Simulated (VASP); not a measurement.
# ZnS (I-4m2) in VASP: further runs

Runs on ZnS. Level: PBE. Tasks: single point.

Everything below comes from runs of VASP 6.6.1. Logs are shortened: lines on timing, memory, paths and dates and some standing lists are left out, and cuts for length are marked.

### Step 1. The cell of the first run

The structure is tetragonal, space group I-4m2 (No. 119). Conventional cell: a = 4.038 Å, b = 4.038 Å, c = 4.854 Å, α = 90.00°, β = 90.00°, γ = 90.00°. Within 3.1 Å of Zn (site symmetry -4m2) lie 4 S at 2.36 Å. Within 3.1 Å of S (site symmetry -4m2) lie 4 Zn at 2.36 Å.

### Step 2. Single point, PBE

INCAR reads:

```
PREC = Accurate
ENCUT = 520
EDIFF = 1E-6
ISMEAR = 0
SIGMA = 0.05
LREAL = F
LASPH = T
NELM = 60
ALGO = Normal
ISIF = 2
LWAVE = F
LCHARG = F
GGA = PE
NBANDS = 16
```

KPOINTS reads:

```
Automatic mesh
0
Gamma
  10 10 10
```

POSCAR reads:

```
ZnS
1.0
    0.0000000000      2.8552102708      2.4269287302
    2.8552102708      0.0000000000      2.4269287302
    2.8552102708      2.8552102708      0.0000000000
Zn S
1 1
Direct
    0.0000000000      0.0000000000      0.0000000000
    0.7500000000      0.7500000000      0.7500000000
```

Potentials or basis: VASP PAW PBE potentials, release 64 (Zn, S).

Run with:

```bash
$ cat potpaw_PBE.64/Zn/POTCAR potpaw_PBE.64/S/POTCAR > POTCAR
$ mpirun -np 1 vasp_std > vasp.out
```

OUTCAR:

```text
PREC = Accurate
   ENCUT = 520
   EDIFF = 1E-6
   ISMEAR = 0
   LREAL = F
   LASPH = T
   NELM = 60
   ISIF = 2
   GGA = PE

 ion  position               nearest neighbor table
   1  0.000  0.000  0.000-   2 2.36   2 2.36   2 2.36   2 2.36
   2  0.750  0.750  0.750-   1 2.36   1 2.36   1 2.36   1 2.36

  LATTYP: Found a body centered tetragonal cell.
 ALAT       =     4.0378770884
 C/A-ratio  =     1.2020815280

  Lattice vectors:

 A1 = (   0.0000000000,  -2.8552102708,  -2.4269287302)
 A2 = (   0.0000000000,   2.8552102708,  -2.4269287302)
 A3 = (   2.8552102708,   0.0000000000,   2.4269287302)

Analysis of symmetry for initial positions (statically):
=====================================================================
 Subroutine PRICEL returns:
 Original cell was already a primitive cell.

 Routine SETGRP: Setting up the symmetry group for a
 body centered tetragonal supercell.

 Subroutine GETGRP returns: Found  8 space group operations
 (whereof  8 operations were pure point group operations)
 out of a pool of 16 trial point group operations.

The static configuration has the point symmetry D_2d.

Analysis of symmetry for dynamics (positions and initial velocities):
=====================================================================
 Subroutine PRICEL returns:
 Original cell was already a primitive cell.

 Routine SETGRP: Setting up the symmetry group for a
 body centered tetragonal supercell.

 Subroutine GETGRP returns: Found  8 space group operations
 (whereof  8 operations were pure point group operations)
 out of a pool of 16 trial point group operations.

The dynamic configuration has the point symmetry D_2d.

 Subroutine INISYM returns: Found  8 space group operations
 (whereof  8 operations are pure point group operations),
 and found     1 'primitive' translations

----------------------------------------------------------------------------------------

                                     Primitive cell

  volume of cell :      39.5697

  direct lattice vectors                    reciprocal lattice vectors
     0.000000000  2.855210271  2.426928730    -0.175118451  0.175118451  0.206021707
     2.855210271  0.000000000  2.426928730     0.175118451 -0.175118451  0.206021707
     2.855210271  2.855210271  0.000000000     0.175118451  0.175118451 -0.206021707

  length of vectors
     3.747293524  3.747293524  4.037877088     0.322145755  0.322145755  0.322145755

  position of ions in fractional coordinates (direct lattice)
     0.000000000  0.000000000  0.000000000
     0.750000000  0.750000000  0.750000000

  ion indices of the primitive-cell ions
   primitive index   ion index
                 1           1
                 2           2

----------------------------------------------------------------------------------------

 KPOINTS: Automatic mesh

Automatic generation of k-mesh.
 Grid dimensions read from file:
 generate k-points for:   10   10   10

 Generating k-lattice:

  Cartesian coordinates                     Fractional coordinates (reciprocal lattice)
    -0.017511845  0.017511845  0.020602171     0.100000000  0.000000000  0.000000000
     0.017511845 -0.017511845  0.020602171     0.000000000  0.100000000  0.000000000
     0.017511845  0.017511845 -0.020602171     0.000000000  0.000000000  0.100000000

  Length of vectors
     0.032214576  0.032214576  0.032214576

  Shift w.r.t. Gamma in fractional coordinates (k-lattice)
     0.000000000  0.000000000  0.000000000

 Subroutine IBZKPT returns following result:
 ===========================================

 Found    102 irreducible k-points:

 Following reciprocal coordinates:
            Coordinates               Weight
  0.000000  0.000000  0.000000      1.000000
  0.100000 -0.000000  0.000000      8.000000
  0.200000 -0.000000  0.000000      8.000000
  0.300000  0.000000  0.000000      8.000000
  0.400000  0.000000  0.000000      8.000000
  0.500000  0.000000  0.000000      4.000000
[... 16 lines left out ...]
  0.300000  0.300000  0.000000      2.000000
  0.400000  0.300000  0.000000      8.000000
 [... further k-points ...]
   k-points           NKPTS =    102   k-points in BZ     NKDIM =    102   number of bands    NBANDS=     16
   number of dos      NEDOS =    301   number of ions     NIONS =      2
   total plane-waves  NPLWV =  23520
   dimension x,y,z NGX =    28 NGY =   28 NGZ =   30
   dimension x,y,z NGXF=    56 NGYF=   56 NGZF=   60
   ions per type =               1   1
   NGX,Y,Z   is equivalent  to a cutoff of  12.42, 12.42, 12.35 a.u.
   NGXF,Y,Z  is equivalent  to a cutoff of  24.84, 24.84, 24.70 a.u.
 SYSTEM =  unknown system
   PREC   = accura    normal or accurate (medium, high low for compatibility)
   ISTART =      0    job   : 0-new  1-cont  2-samecut
   ICHARG =      2    charge: 1-file 2-atom 10-const
   ISPIN  =      1    spin polarized calculation?
   LNONCOLLINEAR =      F non collinear calculations
   LSORBIT =      F    spin-orbit coupling
   LASPH  =      T    aspherical Exc in radial PAW
   ENCUT  =  520.0 eV  38.22 Ry    6.18 a.u.   6.97  6.97  7.51*2*pi/ulx,y,z
   NELM   =     60;   NELMIN=  2; NELMDL= -5     # of ELM steps
   EDIFF  = 0.1E-05   stopping-criterion for ELM
   LREAL  =      F    real-space projection
   EDIFFG = 0.1E-04   stopping-criterion for IOM
   NSW    =      0    number of steps for IOM
   IBRION =     -1    ionic relax: 0-MD 1-quasi-New 2-CG
   NFREE  =      0    steps in history (QN), initial steepest desc. (CG)
   ISIF   =      2    stress and relaxation
   ISYM   =      2    0-nonsym 1-usesym 2-fastsym
   POTIM  = 0.5000    time-step for ionic-motion
   TEBEG  =    0.0;   TEEND  =   0.0 temperature during run
   PSTRESS=    0.0 pullay stress
   NELECT =      18.0000    total number of electrons
   NUPDOWN=      -1.0000    fix difference up-down
   EMIN   =  10.00;   EMAX   =-10.00  energy-range for DOS
   EFERMI =   0.00;   METHOD = LEGACY
   ISMEAR =     0;   SIGMA  =   0.05  broadening in eV -4-tet -1-fermi 0-gaus
   EFERMI_NEDOS =   21; number of points for ismear=-14 and -15
   IALGO  =     38    algorithm
   IMIX   =      4    mixing-type and parameters
     AMIX     =   0.40;   BMIX     =  1.00
     AMIX_MAG =   1.60;   BMIX_MAG =  1.00
  volume/ion in A,a.u.               =      19.78       133.51
  Fermi-wavevector in a.u.,A,eV,Ry     =   1.259055  2.379268 21.568210  1.585219
  Thomas-Fermi vector in A             =   2.392634
   LORBIT       =      0    0 simple, 1 ext, 2 COOP (PROOUT), +10 PAW based schemes
   GGA     = PE    functional components
   LHFCALC =     F    Hartree Fock is set to
   AEXX    =    0.0000 exact exchange contribution
   IVDW    =     0    specifies the selected vdW correction
   LEPSILON=     F    determine dielectric tensor
   LRPA    =     F    only Hartree local field effects (RPA)
 non-spin polarized calculation
 Gauss-broadening in eV      SIGMA  =   0.05
  energy-cutoff  :      520.00
  volume of cell :       39.57
 maximum number of plane-waves:      1090
   NGX = 13   NGY = 13   NGZ = 15

 number of electron      18.0000015 magnetization

 Free energy of the ion-electron system (eV)
  ---------------------------------------------------
  ext. energy  EPLUGINS =         0.00000000
  ---------------------------------------------------
  free energy    TOTEN  =        -6.77733984 eV

  energy without entropy =       -6.77733984  energy(sigma->0) =       -6.77733984

 E-fermi :   2.5110     XC(G=0):  -9.6435

 val. band max:        2.3163888904   @ k =   0.0000   0.0000   0.0000
 cond. band min:       4.0829342329   @ k =   0.0000   0.0000   0.0000
 fundamental gap:      1.7665453425
 Fermi energy:         2.5109973590

 k-point     1 :       0.0000    0.0000    0.0000
  band No.  band energies     occupation
      1     -10.9938      2.00000
      2      -4.2382      2.00000
      3      -4.2382      2.00000
      4      -4.1649      2.00000
      5      -3.7825      2.00000
      6      -3.7428      2.00000
[... 8 lines left out ...]
     15      13.6539      0.00000
     16      14.6161      0.00000

 k-point     2 :       0.1000   -0.0000    0.0000
  band No.  band energies     occupation
      1     -10.9172      2.00000
      2      -4.2364      2.00000
      3      -4.2282      2.00000
      4      -4.1548      2.00000
      5      -3.7801      2.00000
      6      -3.7456      2.00000
[... 8 lines left out ...]
     15      13.4574      0.00000
     16      14.7533      0.00000

 k-point     3 :       0.2000   -0.0000    0.0000
  band No.  band energies     occupation
      1     -10.7057      2.00000
      2      -4.2247      2.00000
      3      -4.2054      2.00000
      4      -4.1196      2.00000
      5      -3.7688      2.00000
      6      -3.7510      2.00000
[... 8 lines left out ...]
     15      12.9505      0.00000
     16      15.4796      0.00000

 k-point     4 :       0.3000    0.0000    0.0000
  band No.  band energies     occupation
      1     -10.4183      2.00000
      2      -4.1854      2.00000
      3      -4.1678      2.00000
      4      -4.0616      2.00000
      5      -3.7511      2.00000
      6      -3.7431      2.00000
[... 8 lines left out ...]
     15      13.4039      0.00000
     16      15.0788      0.00000

 k-point     5 :       0.4000    0.0000    0.0000
  band No.  band energies     occupation
      1     -10.1592      2.00000
      2      -4.1762      2.00000
      3      -4.0857      2.00000
      4      -3.9218      2.00000
      5      -3.7273      2.00000
      6      -3.7119      2.00000
[... 8 lines left out ...]
     15      14.9281      0.00000
     16      14.9606      0.00000

 k-point     6 :       0.5000    0.0000    0.0000
  band No.  band energies     occupation
      1     -10.0525      2.00000
      2      -4.1743      2.00000
      3      -4.0640      2.00000
      4      -3.8059      2.00000
      5      -3.6974      2.00000
      6      -3.5756      2.00000
[... 8 lines left out ...]
     15      14.6664      0.00000
     16      16.2338      0.00000

 k-point     7 :       0.1000    0.1000    0.0000
  band No.  band energies     occupation
      1     -10.8728      2.00000
      2      -4.2196      2.00000
      3      -4.2196      2.00000
      4      -4.1859      2.00000
      5      -3.7708      2.00000
      6      -3.7475      2.00000
[... 8 lines left out ...]
     15      13.7534      0.00000
     16      15.5406      0.00000

 k-point     8 :       0.2000    0.1000    0.0000
  band No.  band energies     occupation
      1     -10.6905      2.00000
      2      -4.2231      2.00000
      3      -4.1950      2.00000
      4      -4.1620      2.00000
      5      -3.7559      2.00000
      6      -3.7516      2.00000
[... 8 lines left out ...]
     15      13.2770      0.00000
     16      15.6486      0.00000

 k-point     9 :       0.3000    0.1000    0.0000
  band No.  band energies     occupation
      1     -10.4197      2.00000
      2      -4.2025      2.00000
      3      -4.1701      2.00000
      4      -4.0990      2.00000
      5      -3.7458      2.00000
      6      -3.7316      2.00000
[... 8 lines left out ...]
     15      13.8373      0.00000
     16      15.1881      0.00000
[... 172 lines left out ...]
 k-point    19 :       0.5000    0.2000    0.0000
  band No.  band energies     occupation
      1      -9.9044      2.00000
      2      -4.0937      2.00000
      3      -4.0919      2.00000
      4      -3.9509      2.00000
      5      -3.6944      2.00000
      6      -3.5175      2.00000
[... 8 lines left out ...]
     15      15.9121      0.00000
     16      17.3181      0.00000

 k-point    20 :      -0.4000    0.2000    0.0000
  band No.  band energies     occupation
      1      -9.9242      2.00000
      2      -4.0972      2.00000
      3      -4.0703      2.00000
      4      -3.8575      2.00000
      5      -3.7191      2.00000
      6      -3.5936      2.00000
[... 8 lines left out ...]
     15      14.2405      0.00000
     16      17.1065      0.00000

 k-point    21 :      -0.3000    0.2000    0.0000
  band No.  band energies     occupation
      1     -10.1070      2.00000
      2      -4.1174      2.00000
      3      -4.0733      2.00000
      4      -3.9101      2.00000
      5      -3.7819      2.00000
      6      -3.7550      2.00000
[... 8 lines left out ...]
     15      13.8275      0.00000
     16      15.7338      0.00000

 k-point    22 :      -0.2000    0.2000    0.0000
  band No.  band energies     occupation
      1     -10.3619      2.00000
      2      -4.1522      2.00000
      3      -4.1242      2.00000
      4      -4.0459      2.00000
      5      -3.7769      2.00000
      6      -3.7649      2.00000
[... 8 lines left out ...]
     15      14.2310      0.00000
     16      15.6530      0.00000

 k-point    23 :       0.3000    0.3000    0.0000
  band No.  band energies     occupation
      1     -10.1118      2.00000
      2      -4.2484      2.00000
      3      -4.0699      2.00000
      4      -4.0699      2.00000
      5      -3.7152      2.00000
      6      -3.7029      2.00000
[... 8 lines left out ...]
     15      14.1263      0.00000
     16      18.2748      0.00000

 k-point    24 :       0.4000    0.3000    0.0000
  band No.  band energies     occupation
      1      -9.9026      2.00000
      2      -4.2208      2.00000
      3      -4.0282      2.00000
      4      -4.0161      2.00000
      5      -3.6864      2.00000
      6      -3.6328      2.00000
[... 8 lines left out ...]
     15      15.0652      0.00000
     16      18.1284      0.00000

 [... further k-points ...]
[... 5 lines left out ...]
  --------------------------------------------------------------------------------------
  -------------------------------------------------------------------------------------
  Total       -0.1869689     -0.1869689      0.9979114      0.0000000      0.0000000      0.0000000
  in kB       -7.5703626     -7.5703626     40.4053950      0.0000000      0.0000000      0.0000000
  external PRESSURE =       8.4215566 kB  Pullay stress =       0.0000000 kB

 VOLUME and BASIS-vectors are now :
 -----------------------------------------------------------------------------
  energy-cutoff  :      520.00
  volume of cell :       39.57
      direct lattice vectors                 reciprocal lattice vectors
     0.000000000  2.855210271  2.426928730    -0.175118451  0.175118451  0.206021707
     2.855210271  0.000000000  2.426928730     0.175118451 -0.175118451  0.206021707
     2.855210271  2.855210271  0.000000000     0.175118451  0.175118451 -0.206021707

 POSITION                                       TOTAL-FORCE (eV/Angst)
 -----------------------------------------------------------------------------------
      0.00000      0.00000      0.00000        -0.000000     -0.000000      0.000000
      4.28282      4.28282      3.64039         0.000000      0.000000     -0.000000
 -----------------------------------------------------------------------------------
    total drift:                                0.000001      0.000001     -0.000010

  FREE ENERGIE OF THE ION-ELECTRON SYSTEM (eV)
  ---------------------------------------------------
  free  energy   TOTEN  =        -6.7773398371 eV

  energy  without entropy=       -6.7773398370  energy(sigma->0) =       -6.77733984
```

Run time: 25 s. Hardware: 1 thread of Intel Xeon 6975P-C (Granite Rapids), shared host; peak memory 0.19 GiB.

What came out:

```
Free energy            : -6.7773 eV
Pressure               : 0.8 GPa
Band gap on the k mesh : 1.77 eV, direct
```

Stress tensor (GPa, compression positive):
```
-0.76  0.00  0.00
 0.00 -0.76  0.00
 0.00  0.00  4.04
```

Levels at points of the mesh, in eV from the valence-band top:
```
           k point  band 7  band 8  band 9  band 10  band 11  band 12
(0.00, 0.00, 0.00)   -0.41   -0.41    0.00     1.77     6.34     6.35
(0.50, 0.00, 0.00)   -5.39   -1.47   -0.73     2.77     6.07     7.75
(0.50, 0.50, 0.00)   -4.09   -2.94   -2.94     2.79     2.79    11.48
(0.50, 0.00, 0.50)   -5.02   -2.22   -1.91     3.49     4.45     9.93
```

(Continued in part 2 of 2.)
